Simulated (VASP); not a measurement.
# FeSi2 (P4/mmm) in VASP: single point with r2SCAN

Aim: the single point of FeSi2 with r2SCAN.

Program: VASP 6.6.1. These are calculated values, not measurements. Logs are shortened: lines on timing, memory, paths and dates and some standing lists are left out, and cuts for length are marked.

## Step 1: The cell of the first run

It takes space group P4/mmm (No. 123, tetragonal). Conventional cell: a = 2.619 Å, b = 2.619 Å, c = 5.033 Å, α = 90.00°, β = 90.00°, γ = 90.00°. Within 3.0 Å of Fe (site symmetry 4/mmm) lie 8 Si at 2.31 Å and 4 Fe at 2.62 Å. Si (site symmetry 4mm) has 6 Si at 2.28 to 2.75 Å and 4 Fe at 2.31 Å within 3.0 Å.

## Step 2: Single point, r2SCAN, collinear spin, ferromagnetic start (11.51 Å³/atom)

The input, POSCAR:

```
FeSi2
1.0
    2.6189023388      0.0000000000      0.0000000000
    0.0000000000      2.6189023388      0.0000000000
    0.0000000000      0.0000000000      5.0331065509
Fe Si
1 2
Direct
    0.0000000000      0.0000000000      0.0000000000
    0.5000000000      0.5000000000      0.2730281778
    0.5000000000      0.5000000000      0.7269718222
```

The input, INCAR.step1:

```
PREC     = Accurate       # precision mode
ENCUT    = 520            # plane-wave cutoff, eV
ISMEAR   = 0              # smearing method
SIGMA    = 0.1            # smearing width, eV
LREAL    = False          # projectors in reciprocal space
LASPH    = True           # aspherical terms in the spheres
NELM     = 150            # most SCF steps
ISPIN    = 2              # spin polarisation
MAGMOM   = 0.18 0 0       # initial moments
LMAXMIX  = 4              # l up to which the mixer works
NBANDS   = 19             # bands
GGA      = PE             # functional
ALGO     = Normal         # electronic algorithm
EDIFF    = 1E-4           # SCF threshold, eV
LWAVE    = True           # write WAVECAR
LCHARG   = False          # write CHGCAR
```

The input, INCAR.step2:

```
PREC     = Accurate       # precision mode
ENCUT    = 520            # plane-wave cutoff, eV
EDIFF    = 1E-6           # SCF threshold, eV
ISMEAR   = 0              # smearing method
SIGMA    = 0.1            # smearing width, eV
LREAL    = False          # projectors in reciprocal space
LASPH    = True           # aspherical terms in the spheres
NELM     = 150            # most SCF steps
ALGO     = Normal         # electronic algorithm
ISIF     = 2              # what is computed and relaxed
LWAVE    = False          # write WAVECAR
LCHARG   = False          # write CHGCAR
ISPIN    = 2              # spin polarisation
MAGMOM   = 0.18 0 0       # initial moments
LORBIT   = 11             # projections on sites
LMAXMIX  = 4              # l up to which the mixer works
METAGGA  = R2SCAN         # meta-GGA
LMIXTAU  = True         
NBANDS   = 19             # bands
ISTART   = 1
```

The input, KPOINTS:

```
Automatic mesh
0
Gamma
  16 16 8
```

Potentials or basis: VASP PAW PBE potentials, release 64 (Fe, Si).

Run with:

```bash
$ cat potpaw_PBE.64/Fe/POTCAR potpaw_PBE.64/Si/POTCAR > POTCAR
$ cp INCAR.step1 INCAR
$ mpirun -np 1 vasp_std > vasp.out
$ cp INCAR.step2 INCAR
$ mpirun -np 1 vasp_std > vasp.out
```

OUTCAR:

```text
PREC = Accurate
   ENCUT = 520
   EDIFF = 1E-6
   ISMEAR = 0
   LREAL = False
   LASPH = True
   NELM = 150
   ISIF = 2
   ISPIN = 2
   LORBIT = 11
   METAGGA = R2SCAN
   ISTART = 1

 ion  position               nearest neighbor table
   1  0.000  0.000  0.000-   2 2.31   3 2.31   2 2.31   3 2.31   2 2.31   3 2.31   2 2.31   3 2.31

   2  0.500  0.500  0.273-   3 2.28   1 2.31   1 2.31   1 2.31   1 2.31   3 2.75
   3  0.500  0.500  0.727-   2 2.28   1 2.31   1 2.31   1 2.31   1 2.31   2 2.75

  LATTYP: Found a simple tetragonal cell.
 ALAT       =     2.6189023388
 C/A-ratio  =     1.9218381978

  Lattice vectors:

 A1 = (   2.6189023388,   0.0000000000,   0.0000000000)
 A2 = (   0.0000000000,   2.6189023388,   0.0000000000)
 A3 = (   0.0000000000,   0.0000000000,   5.0331065509)

Analysis of symmetry for initial positions (statically):
=====================================================================
 Subroutine PRICEL returns:
 Original cell was already a primitive cell.

 Routine SETGRP: Setting up the symmetry group for a
 simple tetragonal supercell.

 Subroutine GETGRP returns: Found 16 space group operations
 (whereof 16 operations were pure point group operations)
 out of a pool of 16 trial point group operations.

The static configuration has the point symmetry D_4h.

Analysis of symmetry for dynamics (positions and initial velocities):
=====================================================================
 Subroutine PRICEL returns:
 Original cell was already a primitive cell.

 Routine SETGRP: Setting up the symmetry group for a
 simple tetragonal supercell.

 Subroutine GETGRP returns: Found 16 space group operations
 (whereof 16 operations were pure point group operations)
 out of a pool of 16 trial point group operations.

The dynamic configuration has the point symmetry D_4h.

Analysis of structural, dynamic, and magnetic symmetry:
=====================================================================
 Subroutine PRICEL returns:
 Original cell was already a primitive cell.

 Routine SETGRP: Setting up the symmetry group for a
 simple tetragonal supercell.

 Subroutine GETGRP returns: Found 16 space group operations
 (whereof 16 operations were pure point group operations)
 out of a pool of 16 trial point group operations.

The overall configuration has the point symmetry D_4h.

 Subroutine INISYM returns: Found 16 space group operations
 (whereof 16 operations are pure point group operations),
 and found     1 'primitive' translations

----------------------------------------------------------------------------------------

                                     Primitive cell

  volume of cell :      34.5203

  direct lattice vectors                    reciprocal lattice vectors
     2.618902339  0.000000000  0.000000000     0.381839363  0.000000000  0.000000000
     0.000000000  2.618902339  0.000000000     0.000000000  0.381839363  0.000000000
     0.000000000  0.000000000  5.033106551     0.000000000  0.000000000  0.198684449

  length of vectors
     2.618902339  2.618902339  5.033106551     0.381839363  0.381839363  0.198684449

  position of ions in fractional coordinates (direct lattice)
     0.000000000  0.000000000  0.000000000
     0.500000000  0.500000000  0.273028178
     0.500000000  0.500000000  0.726971822

  ion indices of the primitive-cell ions
   primitive index   ion index
                 1           1
                 2           2
                 3           3

----------------------------------------------------------------------------------------

 KPOINTS: Automatic mesh

Automatic generation of k-mesh.
 Grid dimensions read from file:
 generate k-points for:   16   16    8

 Generating k-lattice:

  Cartesian coordinates                     Fractional coordinates (reciprocal lattice)
     0.023864960  0.000000000  0.000000000     0.062500000  0.000000000  0.000000000
     0.000000000  0.023864960  0.000000000     0.000000000  0.062500000  0.000000000
     0.000000000  0.000000000  0.024835556     0.000000000  0.000000000  0.125000000

  Length of vectors
     0.023864960  0.023864960  0.024835556

  Shift w.r.t. Gamma in fractional coordinates (k-lattice)
     0.000000000  0.000000000  0.000000000

 Subroutine IBZKPT returns following result:
 ===========================================

 Found    225 irreducible k-points:

 Following reciprocal coordinates:
            Coordinates               Weight
  0.000000  0.000000  0.000000      1.000000
  0.062500  0.000000  0.000000      4.000000
  0.125000  0.000000  0.000000      4.000000
  0.187500  0.000000  0.000000      4.000000
  0.250000  0.000000  0.000000      4.000000
  0.312500  0.000000  0.000000      4.000000
[... 16 lines left out ...]
  0.437500  0.125000  0.000000      8.000000
  0.500000  0.125000  0.000000      4.000000
 [... further k-points ...]
   k-points           NKPTS =    225   k-points in BZ     NKDIM =    225   number of bands    NBANDS=     19
   number of dos      NEDOS =    301   number of ions     NIONS =      3
   total plane-waves  NPLWV =  16000
   dimension x,y,z NGX =    20 NGY =   20 NGZ =   40
   dimension x,y,z NGXF=    40 NGYF=   40 NGZF=   80
   ions per type =               1   2
   NGX,Y,Z   is equivalent  to a cutoff of  12.70, 12.70, 13.21 a.u.
   NGXF,Y,Z  is equivalent  to a cutoff of  25.39, 25.39, 26.42 a.u.
 SYSTEM =  unknown system
   PREC   = accura    normal or accurate (medium, high low for compatibility)
   ISTART =      1    job   : 0-new  1-cont  2-samecut
   ICHARG =      0    charge: 1-file 2-atom 10-const
   ISPIN  =      2    spin polarized calculation?
   LNONCOLLINEAR =      F non collinear calculations
   LSORBIT =      F    spin-orbit coupling
   LASPH  =      T    aspherical Exc in radial PAW
   ENCUT  =  520.0 eV  38.22 Ry    6.18 a.u.   4.87  4.87  9.36*2*pi/ulx,y,z
   NELM   =    150;   NELMIN=  2; NELMDL=  0     # of ELM steps
   EDIFF  = 0.1E-05   stopping-criterion for ELM
   LREAL  =      F    real-space projection
   EDIFFG = 0.1E-04   stopping-criterion for IOM
   NSW    =      0    number of steps for IOM
   IBRION =     -1    ionic relax: 0-MD 1-quasi-New 2-CG
   NFREE  =      0    steps in history (QN), initial steepest desc. (CG)
   ISIF   =      2    stress and relaxation
   ISYM   =      2    0-nonsym 1-usesym 2-fastsym
   POTIM  = 0.5000    time-step for ionic-motion
   TEBEG  =    0.0;   TEEND  =   0.0 temperature during run
   PSTRESS=    0.0 pullay stress
   NELECT =      16.0000    total number of electrons
   NUPDOWN=      -1.0000    fix difference up-down
   EMIN   =  10.00;   EMAX   =-10.00  energy-range for DOS
   EFERMI =   0.00;   METHOD = LEGACY
   ISMEAR =     0;   SIGMA  =   0.10  broadening in eV -4-tet -1-fermi 0-gaus
   EFERMI_NEDOS =   21; number of points for ismear=-14 and -15
   IALGO  =     38    algorithm
   IMIX   =      4    mixing-type and parameters
     AMIX     =   0.40;   BMIX     =  1.00
     AMIX_MAG =   1.60;   BMIX_MAG =  1.00
  volume/ion in A,a.u.               =      11.51        77.65
  Fermi-wavevector in a.u.,A,eV,Ry     =   1.266942  2.394172 21.839268  1.605141
  Thomas-Fermi vector in A             =   2.400116
   LORBIT       =     11    0 simple, 1 ext, 2 COOP (PROOUT), +10 PAW based schemes
   METAGGA = R2SCAN    functional components
   LHFCALC =     F    Hartree Fock is set to
   AEXX    =    0.0000 exact exchange contribution
   IVDW    =     0    specifies the selected vdW correction
   LEPSILON=     F    determine dielectric tensor
   LRPA    =     F    only Hartree local field effects (RPA)
 spin polarized calculation
 Gauss-broadening in eV      SIGMA  =   0.10
  energy-cutoff  :      520.00
  volume of cell :       34.52
 maximum number of plane-waves:       954
 NGX is ok and might be reduce to    20
   NGX =  9   NGY =  9   NGZ = 19

 number of electron      16.0000004 magnetization       0.0012833

 Free energy of the ion-electron system (eV)
  ---------------------------------------------------
  ext. energy  EPLUGINS =         0.00000000
  ---------------------------------------------------
  free energy    TOTEN  =       -32.47190060 eV

  energy without entropy =      -32.46702236  energy(sigma->0) =      -32.46946148

 E-fermi :  11.0200     XC(G=0): -13.1528

 val. band max:       11.0182002683   @ k =   0.4375   0.3750   0.0000
 cond. band min:      11.0223671260   @ k =   0.4375   0.3750   0.0000
 fundamental gap:      0.0041668577
 Fermi energy:        11.0199521688

 spin component 1

 k-point     1 :       0.0000    0.0000    0.0000
  band No.  band energies     occupation
      1      -4.4026      1.00000
      2       0.8866      1.00000
      3       1.9932      1.00000
      4       7.0032      1.00000
      5       8.9728      1.00000
      6       9.1833      1.00000
[... 11 lines left out ...]
     18      23.2965      0.00000
     19      27.0536      0.00000

 k-point     2 :       0.0625    0.0000    0.0000
  band No.  band energies     occupation
      1      -4.3138      1.00000
      2       0.9477      1.00000
      3       2.0783      1.00000
      4       7.0018      1.00000
      5       8.9706      1.00000
      6       9.0996      1.00000
[... 476 lines left out ...]
 k-point    24 :       0.5000    0.1250    0.0000
  band No.  band energies     occupation
      1       0.4244      1.00000
      2       2.3627      1.00000
      3       3.5591      1.00000
      4       5.7860      1.00000
      5       6.3744      1.00000
      6       7.7053      1.00000
[... 11 lines left out ...]
     18      24.7128      0.00000
     19      25.6040      0.00000

 [... further k-points ...]

 spin component 2

 k-point     1 :       0.0000    0.0000    0.0000
  band No.  band energies     occupation
      1      -4.4027      1.00000
      2       0.8863      1.00000
      3       1.9935      1.00000
      4       7.0064      1.00000
      5       8.9747      1.00000
      6       9.1841      1.00000
[... 11 lines left out ...]
     18      23.2966      0.00000
     19      27.0535      0.00000

 k-point     2 :       0.0625    0.0000    0.0000
  band No.  band energies     occupation
      1      -4.3139      1.00000
      2       0.9475      1.00000
      3       2.0785      1.00000
      4       7.0050      1.00000
      5       8.9725      1.00000
      6       9.1004      1.00000
[... 476 lines left out ...]
 k-point    24 :       0.5000    0.1250    0.0000
  band No.  band energies     occupation
      1       0.4244      1.00000
      2       2.3628      1.00000
      3       3.5591      1.00000
      4       5.7861      1.00000
      5       6.3742      1.00000
      6       7.7075      1.00000
[... 11 lines left out ...]
     18      24.7127      0.00000
     19      25.6040      0.00000

 [... further k-points ...]

------------------------ aborting loop because EDIFF is reached ----------------------------------------

  FORCE on cell =-STRESS in cart. coord.  units (eV):
  Direction    XX          YY          ZZ          XY          YZ          ZX
  --------------------------------------------------------------------------------------
  -------------------------------------------------------------------------------------
  Total        3.0492862      3.0492862      2.9704004      0.0000000      0.0000000      0.0000000
  in kB      141.5252867    141.5252867    137.8639911      0.0000000      0.0000000      0.0000000
  external PRESSURE =     140.3048548 kB  Pullay stress =       0.0000000 kB

 VOLUME and BASIS-vectors are now :
 -----------------------------------------------------------------------------
  energy-cutoff  :      520.00
  volume of cell :       34.52
      direct lattice vectors                 reciprocal lattice vectors
     2.618902339  0.000000000  0.000000000     0.381839363  0.000000000  0.000000000
     0.000000000  2.618902339  0.000000000     0.000000000  0.381839363  0.000000000
     0.000000000  0.000000000  5.033106551     0.000000000  0.000000000  0.198684449

 POSITION                                       TOTAL-FORCE (eV/Angst)
 -----------------------------------------------------------------------------------
      0.00000      0.00000      0.00000         0.000000      0.000000      0.000000
      1.30945      1.30945      1.37418        -0.000000     -0.000000      0.045271
      1.30945      1.30945      3.65893         0.000000      0.000000     -0.045271
 -----------------------------------------------------------------------------------
    total drift:                                0.000000      0.000000      0.000000

  FREE ENERGIE OF THE ION-ELECTRON SYSTEM (eV)
  ---------------------------------------------------
  free  energy   TOTEN  =       -32.4719006035 eV

  energy  without entropy=      -32.4670223619  energy(sigma->0) =      -32.46946148

 total charge

# of ion       s       p       d       tot
------------------------------------------
    1        0.504   0.805   6.767   8.076
    2        0.726   0.956   0.000   1.682
    3        0.726   0.956   0.000   1.682
--------------------------------------------------
tot          1.956   2.717   6.767  11.440

 magnetization (x)

# of ion       s       p       d       tot
------------------------------------------
    1       -0.000  -0.000   0.002   0.002
    2       -0.000  -0.000   0.000  -0.000
    3       -0.000  -0.000   0.000  -0.000
--------------------------------------------------
tot         -0.000  -0.000   0.002   0.001
```

Wall time 22 min (1 thread of Intel Xeon 8259CL, shared host); peak memory 0.34 GiB.

Results:

| Quantity | Value |
| --- | --- |
| Free energy | -32.4719 eV |
| Pressure | 14.0 GPa |
| Largest force | 0.045 eV/Å |
| Band gap on the k mesh | zero (filled and empty bands overlap) |
| Net moment | 0.00 μB per cell |
| Valence electrons inside the program's atomic spheres | Fe 8.08; Si 1.68 |

Forces on the atoms (eV/Å):
```
Fe   0.000  0.000  0.000
Si   0.000  0.000  0.045
Si   0.000  0.000 -0.045
```

Levels at points of the mesh, in eV from the Fermi level:
Spin up:
| k point | band 4 | band 5 | band 6 | band 7 | band 8 | band 9 | band 10 | band 11 | band 12 | band 13 |
| --- | --- | --- | --- | --- | --- | --- | --- | --- | --- | --- |
| (0.00, 0.00, 0.00) | -4.02 | -2.05 | -1.84 | -1.84 | -0.97 | 5.21 | 5.21 | 7.04 | 7.48 | 8.37 |
| (0.50, 0.00, 0.00) | -5.13 | -4.50 | -3.64 | -2.57 | -1.39 | 0.10 | 1.72 | 2.52 | 8.21 | 9.74 |
| (0.50, 0.50, 0.00) | -5.07 | -5.07 | -3.63 | -2.70 | 0.36 | 1.41 | 2.83 | 2.96 | 2.96 | 3.49 |
| (0.00, 0.00, 0.50) | -3.99 | -2.88 | -1.88 | -1.88 | -0.97 | 2.75 | 6.52 | 6.52 | 6.55 | 7.48 |
| (0.50, 0.00, 0.50) | -7.18 | -3.80 | -2.83 | -2.56 | -1.40 | 0.79 | 2.56 | 5.06 | 5.36 | 8.51 |
| (0.50, 0.50, 0.50) | -4.70 | -3.76 | -3.76 | -2.18 | 0.15 | 0.15 | 0.36 | 0.96 | 3.47 | 4.29 |
Spin down:
```csv
k point,band 4,band 5,band 6,band 7,band 8,band 9,band 10,band 11,band 12,band 13
"(0.00, 0.00, 0.00)",-4.01,-2.05,-1.84,-1.84,-0.97,5.21,5.21,7.04,7.49,8.37
"(0.50, 0.00, 0.00)",-5.13,-4.50,-3.63,-2.57,-1.39,0.10,1.72,2.52,8.21,9.74
"(0.50, 0.50, 0.00)",-5.07,-5.07,-3.63,-2.70,0.37,1.41,2.83,2.96,2.96,3.49
"(0.00, 0.00, 0.50)",-3.99,-2.88,-1.88,-1.88,-0.97,2.75,6.52,6.52,6.55,7.48
"(0.50, 0.00, 0.50)",-7.18,-3.80,-2.82,-2.56,-1.40,0.79,2.56,5.06,5.36,8.51
"(0.50, 0.50, 0.50)",-4.70,-3.76,-3.76,-2.17,0.16,0.16,0.37,0.96,3.47,4.29
```

Caveat: the cell stands under pressure; the PAW data sets were made with another functional, which shifts forces and pressure a little.
